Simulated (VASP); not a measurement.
# MgO (Fm-3m) in VASP: single point with PBEsol

Aim: the single point of MgO with PBEsol.

Program: VASP 6.6.1. These are calculated values, not measurements. Logs are shortened: lines on timing, memory, paths and dates and some standing lists are left out, and cuts for length are marked.

## Step 1: The cell of the first run

The structure is cubic, space group Fm-3m (No. 225). The conventional cell has a = 4.217 Å, b = 4.217 Å, c = 4.217 Å, α = 90.00°, β = 90.00°, γ = 90.00°. Within 2.8 Å of Mg (site symmetry m-3m) lie 6 O at 2.11 Å. O (site symmetry m-3m) has 6 Mg at 2.11 Å within 2.8 Å.

## Step 2: Single point, PBEsol

The input, INCAR:

```
SYSTEM = MgO
ALGO     = Normal         ! electronic algorithm
EDIFF    = 1E-6           ! SCF threshold, eV
ENCUT    = 600            ! plane-wave cutoff, eV
GGA      = PS             ! functional
GGA_COMPAT= .False.      
ISIF     = 2              ! what is computed and relaxed
ISMEAR   = -1             ! smearing method
LASPH    = .True.         ! aspherical terms in the spheres
LCHARG   = .False.        ! write CHGCAR
LREAL    = .False.        ! projectors in reciprocal space
LWAVE    = .False.        ! write WAVECAR
NBANDS   = 46             ! bands
NELM     = 120            ! most SCF steps
PREC     = Accurate       ! precision mode
SIGMA    = 0.02           ! smearing width, eV
```

The input, KPOINTS:

```
k-points
0
Gamma
  3 3 3
  0 0 0
```

The input, POSCAR:

```
MgO
1.0
    0.0000000000      4.2170000000      4.2170000000
    4.2170000000      0.0000000000      4.2170000000
    4.2170000000      4.2170000000      0.0000000000
Mg O
8 8
Direct
    0.0000000000      0.0000000000      0.0000000000
    0.0000000000      0.0000000000      0.5000000000
    0.0000000000      0.5000000000      0.0000000000
    0.0000000000      0.5000000000      0.5000000000
    0.5000000000      0.0000000000      0.0000000000
    0.5000000000      0.0000000000      0.5000000000
    0.5000000000      0.5000000000      0.0000000000
    0.5000000000      0.5000000000      0.5000000000
    0.2500000000      0.2500000000      0.2500000000
    0.2500000000      0.2500000000      0.7500000000
    0.2500000000      0.7500000000      0.2500000000
    0.2500000000      0.7500000000      0.7500000000
    0.7500000000      0.2500000000      0.2500000000
    0.7500000000      0.2500000000      0.7500000000
    0.7500000000      0.7500000000      0.2500000000
    0.7500000000      0.7500000000      0.7500000000
```

Potentials or basis: VASP PAW PBE potentials, release 64 (Mg, O).

The run is started by

```sh
cat potpaw_PBE.64/Mg/POTCAR potpaw_PBE.64/O/POTCAR > POTCAR
mpirun -np 1 vasp_std > vasp.out
```

OUTCAR:

```text
SYSTEM = MgO
   EDIFF = 1E-6
   ENCUT = 600
   GGA = PS
   ISIF = 2
   ISMEAR = -1
   LASPH = .True.
   LREAL = .False.
   NELM = 120
   PREC = Accurate

 ion  position               nearest neighbor table
   1  0.000  0.000  0.000-  10 2.11  11 2.11  12 2.11  13 2.11  14 2.11  15 2.11   2 2.98   3 2.98
                             5 2.98   2 2.98   4 2.98   6 2.98   3 2.98   4 2.98   7 2.98   5 2.98
   2  0.000  0.000  0.500-   9 2.11  11 2.11  12 2.11  13 2.11  14 2.11  16 2.11   1 2.98   4 2.98
                             6 2.98   1 2.98   3 2.98   5 2.98   3 2.98   4 2.98   8 2.98   5 2.98
   3  0.000  0.500  0.000-   9 2.11  10 2.11  12 2.11  13 2.11  15 2.11  16 2.11   1 2.98   4 2.98
                             7 2.98   2 2.98   4 2.98   8 2.98   1 2.98   2 2.98   5 2.98   5 2.98
   4  0.000  0.500  0.500-   9 2.11  10 2.11  11 2.11  14 2.11  15 2.11  16 2.11   2 2.98   3 2.98
                             8 2.98   1 2.98   3 2.98   7 2.98   1 2.98   2 2.98   6 2.98   6 2.98
   5  0.500  0.000  0.000-   9 2.11  10 2.11  11 2.11  14 2.11  15 2.11  16 2.11   1 2.98   6 2.98
                             7 2.98   2 2.98   6 2.98   8 2.98   3 2.98   7 2.98   8 2.98   1 2.98
   6  0.500  0.000  0.500-   9 2.11  10 2.11  12 2.11  13 2.11  15 2.11  16 2.11   2 2.98   5 2.98
                             8 2.98   1 2.98   5 2.98   7 2.98   4 2.98   7 2.98   8 2.98   1 2.98
   7  0.500  0.500  0.000-   9 2.11  11 2.11  12 2.11  13 2.11  14 2.11  16 2.11   3 2.98   5 2.98
                             8 2.98   4 2.98   6 2.98   8 2.98   1 2.98   5 2.98   6 2.98   1 2.98
   8  0.500  0.500  0.500-  10 2.11  11 2.11  12 2.11  13 2.11  14 2.11  15 2.11   4 2.98   6 2.98
                             7 2.98   3 2.98   5 2.98   7 2.98   2 2.98   5 2.98   6 2.98   2 2.98
   9  0.250  0.250  0.250-   2 2.11   3 2.11   4 2.11   5 2.11   6 2.11   7 2.11
  10  0.250  0.250  0.750-   1 2.11   3 2.11   4 2.11   5 2.11   6 2.11   8 2.11
  11  0.250  0.750  0.250-   1 2.11   2 2.11   4 2.11   5 2.11   7 2.11   8 2.11
  12  0.250  0.750  0.750-   1 2.11   2 2.11   3 2.11   6 2.11   7 2.11   8 2.11
  13  0.750  0.250  0.250-   1 2.11   2 2.11   3 2.11   6 2.11   7 2.11   8 2.11
  14  0.750  0.250  0.750-   1 2.11   2 2.11   4 2.11   5 2.11   7 2.11   8 2.11
  15  0.750  0.750  0.250-   1 2.11   3 2.11   4 2.11   5 2.11   6 2.11   8 2.11
  16  0.750  0.750  0.750-   2 2.11   3 2.11   4 2.11   5 2.11   6 2.11   7 2.11

  LATTYP: Found a face centered cubic cell.
 ALAT       =     8.4340000000

  Lattice vectors:

 A1 = (   0.0000000000,   4.2170000000,   4.2170000000)
 A2 = (   4.2170000000,   0.0000000000,   4.2170000000)
 A3 = (   4.2170000000,   4.2170000000,   0.0000000000)

Analysis of symmetry for initial positions (statically):
=====================================================================
 Subroutine PRICEL returns following result:

  LATTYP: Found a face centered cubic cell.
 ALAT       =     4.2170000000

  Lattice vectors:

 A1 = (   0.0000000000,   2.1085000000,   2.1085000000)
 A2 = (   2.1085000000,   0.0000000000,   2.1085000000)
 A3 = (   2.1085000000,   2.1085000000,   0.0000000000)

   8 primitive cells build up your supercell.

 Routine SETGRP: Setting up the symmetry group for a
 face centered cubic supercell.

 Subroutine GETGRP returns: Found 48 space group operations
 (whereof 48 operations were pure point group operations)
 out of a pool of 48 trial point group operations.

The static configuration has the point symmetry O_h .

Analysis of symmetry for dynamics (positions and initial velocities):
=====================================================================
 Subroutine PRICEL returns following result:

  LATTYP: Found a face centered cubic cell.
 ALAT       =     4.2170000000

  Lattice vectors:

 A1 = (   0.0000000000,   2.1085000000,   2.1085000000)
 A2 = (   2.1085000000,   0.0000000000,   2.1085000000)
 A3 = (   2.1085000000,   2.1085000000,   0.0000000000)

   8 primitive cells build up your supercell.

 Routine SETGRP: Setting up the symmetry group for a
 face centered cubic supercell.

 Subroutine GETGRP returns: Found 48 space group operations
 (whereof 48 operations were pure point group operations)
 out of a pool of 48 trial point group operations.

The dynamic configuration has the point symmetry O_h .

 Subroutine INISYM returns: Found 48 space group operations
 (whereof 48 operations are pure point group operations),
 and found     8 'primitive' translations

----------------------------------------------------------------------------------------

                                     Primitive cell

  volume of cell :      18.7478

  direct lattice vectors                    reciprocal lattice vectors
     0.000000000  2.108500000  2.108500000    -0.237135404  0.237135404  0.237135404
     2.108500000  0.000000000  2.108500000     0.237135404 -0.237135404  0.237135404
     2.108500000  2.108500000  0.000000000     0.237135404  0.237135404 -0.237135404

  length of vectors
     2.981869296  2.981869296  2.981869296     0.410730569  0.410730569  0.410730569

  position of ions in fractional coordinates (direct lattice)
     0.000000000  0.000000000  0.000000000
     0.500000000  0.500000000  0.500000000

  ion indices of the primitive-cell ions
   primitive index   ion index
                 1           1
                 2           9

----------------------------------------------------------------------------------------

 KPOINTS: k-points

Automatic generation of k-mesh.
 Grid dimensions read from file:
 generate k-points for:    3    3    3

 Generating k-lattice:

  Cartesian coordinates                     Fractional coordinates (reciprocal lattice)
    -0.039522567  0.039522567  0.039522567     0.333333333  0.000000000  0.000000000
     0.039522567 -0.039522567  0.039522567     0.000000000  0.333333333  0.000000000
     0.039522567  0.039522567 -0.039522567     0.000000000  0.000000000  0.333333333

  Length of vectors
     0.068455095  0.068455095  0.068455095

  Shift w.r.t. Gamma in fractional coordinates (k-lattice)
     0.000000000  0.000000000  0.000000000

 Subroutine IBZKPT returns following result:
 ===========================================

 Found      4 irreducible k-points:

 Following reciprocal coordinates:
            Coordinates               Weight
  0.000000  0.000000  0.000000      1.000000
  0.333333  0.000000  0.000000      8.000000
  0.333333  0.333333  0.000000      6.000000
 -0.333333  0.333333  0.000000     12.000000
   k-points           NKPTS =      4   k-points in BZ     NKDIM =      4   number of bands    NBANDS=     46
   number of dos      NEDOS =    301   number of ions     NIONS =     16
   total plane-waves  NPLWV = 110592
   dimension x,y,z NGX =    48 NGY =   48 NGZ =   48
   dimension x,y,z NGXF=    96 NGYF=   96 NGZF=   96
   ions per type =               8   8
   NGX,Y,Z   is equivalent  to a cutoff of  13.38, 13.38, 13.38 a.u.
   NGXF,Y,Z  is equivalent  to a cutoff of  26.76, 26.76, 26.76 a.u.
 SYSTEM =  MgO
   PREC   = accura    normal or accurate (medium, high low for compatibility)
   ISTART =      0    job   : 0-new  1-cont  2-samecut
   ICHARG =      2    charge: 1-file 2-atom 10-const
   ISPIN  =      1    spin polarized calculation?
   LNONCOLLINEAR =      F non collinear calculations
   LSORBIT =      F    spin-orbit coupling
   LASPH  =      T    aspherical Exc in radial PAW
   ENCUT  =  600.0 eV  44.10 Ry    6.64 a.u.  11.91 11.91 11.91*2*pi/ulx,y,z
   NELM   =    120;   NELMIN=  2; NELMDL= -5     # of ELM steps
   EDIFF  = 0.1E-05   stopping-criterion for ELM
   LREAL  =      F    real-space projection
   EDIFFG = 0.1E-04   stopping-criterion for IOM
   NSW    =      0    number of steps for IOM
   IBRION =     -1    ionic relax: 0-MD 1-quasi-New 2-CG
   NFREE  =      0    steps in history (QN), initial steepest desc. (CG)
   ISIF   =      2    stress and relaxation
   ISYM   =      2    0-nonsym 1-usesym 2-fastsym
   POTIM  = 0.5000    time-step for ionic-motion
   TEBEG  =    0.0;   TEEND  =   0.0 temperature during run
   PSTRESS=    0.0 pullay stress
   NELECT =      64.0000    total number of electrons
   NUPDOWN=      -1.0000    fix difference up-down
   EMIN   =  10.00;   EMAX   =-10.00  energy-range for DOS
   EFERMI =   0.00;   METHOD = LEGACY
   ISMEAR =    -1;   SIGMA  =   0.02  broadening in eV -4-tet -1-fermi 0-gaus
   EFERMI_NEDOS =   21; number of points for ismear=-14 and -15
   IALGO  =     38    algorithm
   IMIX   =      4    mixing-type and parameters
     AMIX     =   0.40;   BMIX     =  1.00
     AMIX_MAG =   1.60;   BMIX_MAG =  1.00
  volume/ion in A,a.u.               =       9.37        63.26
  Fermi-wavevector in a.u.,A,eV,Ry     =   1.232503  2.329092 20.668107  1.519063
  Thomas-Fermi vector in A             =   2.367270
   LORBIT       =      0    0 simple, 1 ext, 2 COOP (PROOUT), +10 PAW based schemes
   GGA     = PS    functional components
   LHFCALC =     F    Hartree Fock is set to
   AEXX    =    0.0000 exact exchange contribution
   IVDW    =     0    specifies the selected vdW correction
   LEPSILON=     F    determine dielectric tensor
   LRPA    =     F    only Hartree local field effects (RPA)
 non-spin polarized calculation
  energy-cutoff  :      600.00
  volume of cell :      149.98
 maximum number of plane-waves:      5029
   NGX = 23   NGY = 23   NGZ = 23

 number of electron      64.0000039 magnetization

 Free energy of the ion-electron system (eV)
  ---------------------------------------------------
  ext. energy  EPLUGINS =         0.00000000
  ---------------------------------------------------
  free energy    TOTEN  =      -100.11905776 eV

  energy without entropy =     -100.11905776  energy(sigma->0) =     -100.11905776

 E-fermi :   3.5081     XC(G=0): -11.2928

 val. band max:        3.0397588299   @ k =   0.0000   0.0000   0.0000
 cond. band min:       7.6411967206   @ k =   0.0000   0.0000   0.0000
 fundamental gap:      4.6014378907
 Fermi energy:         3.5081183688

 k-point     1 :       0.0000    0.0000    0.0000
  band No.  band energies     occupation
      1     -14.1471      2.00000
      2     -12.8425      2.00000
      3     -12.8425      2.00000
      4     -12.8425      2.00000
      5     -12.8425      2.00000
      6     -12.5788      2.00000
[... 177 lines left out ...]
     43      14.3882      0.00000
     44      14.3882      0.00000
 [bands above 44 left out]

------------------------ aborting loop because EDIFF is reached ----------------------------------------

  FORCE on cell =-STRESS in cart. coord.  units (eV):
  Direction    XX          YY          ZZ          XY          YZ          ZX
  --------------------------------------------------------------------------------------
  -------------------------------------------------------------------------------------
  Total       -0.9622426     -0.9622426     -0.9622426      0.0000000      0.0000000      0.0000000
  in kB      -10.2790825    -10.2790825    -10.2790825      0.0000000      0.0000000      0.0000000
  external PRESSURE =     -10.2790825 kB  Pullay stress =       0.0000000 kB

 VOLUME and BASIS-vectors are now :
 -----------------------------------------------------------------------------
  energy-cutoff  :      600.00
  volume of cell :      149.98
      direct lattice vectors                 reciprocal lattice vectors
     0.000000000  4.217000000  4.217000000    -0.118567702  0.118567702  0.118567702
     4.217000000  0.000000000  4.217000000     0.118567702 -0.118567702  0.118567702
     4.217000000  4.217000000  0.000000000     0.118567702  0.118567702 -0.118567702

 POSITION                                       TOTAL-FORCE (eV/Angst)
 -----------------------------------------------------------------------------------
      0.00000      0.00000      0.00000        -0.000000     -0.000000      0.000000
      2.10850      2.10850      0.00000        -0.000000     -0.000000     -0.000000
      2.10850      0.00000      2.10850        -0.000000      0.000000     -0.000000
      4.21700      2.10850      2.10850        -0.000000      0.000000     -0.000000
      0.00000      2.10850      2.10850        -0.000000     -0.000000     -0.000000
      2.10850      4.21700      2.10850         0.000000     -0.000000     -0.000000
[... 8 lines left out ...]
      4.21700      4.21700      6.32550         0.000000      0.000000      0.000000
      6.32550      6.32550      6.32550         0.000000      0.000000      0.000000
 -----------------------------------------------------------------------------------
    total drift:                               -0.000000     -0.000000      0.000000

  FREE ENERGIE OF THE ION-ELECTRON SYSTEM (eV)
  ---------------------------------------------------
  free  energy   TOTEN  =      -100.1190577584 eV

  energy  without entropy=     -100.1190577583  energy(sigma->0) =     -100.11905776
```

Wall time 61 s (1 thread of Intel Xeon 8259CL, shared host); peak memory 0.31 GiB.

What came out:

- Free energy: -100.1191 eV
- Pressure: -1.0 GPa
- Band gap on the k mesh: 4.60 eV

Levels at points of the mesh, in eV from the valence-band top:
| k point | band 29 | band 30 | band 31 | band 32 | band 33 | band 34 | band 35 | band 36 |
| --- | --- | --- | --- | --- | --- | --- | --- | --- |
| (0.00, 0.00, 0.00) | -0.66 | 0.00 | 0.00 | 0.00 | 4.60 | 7.72 | 7.72 | 7.72 |

Caveat: the k points lie up to 0.43 Å⁻¹ apart; the PAW data sets were made with another functional, which shifts forces and pressure a little. As with any semilocal functional, this PBEsol gap is likely too small.
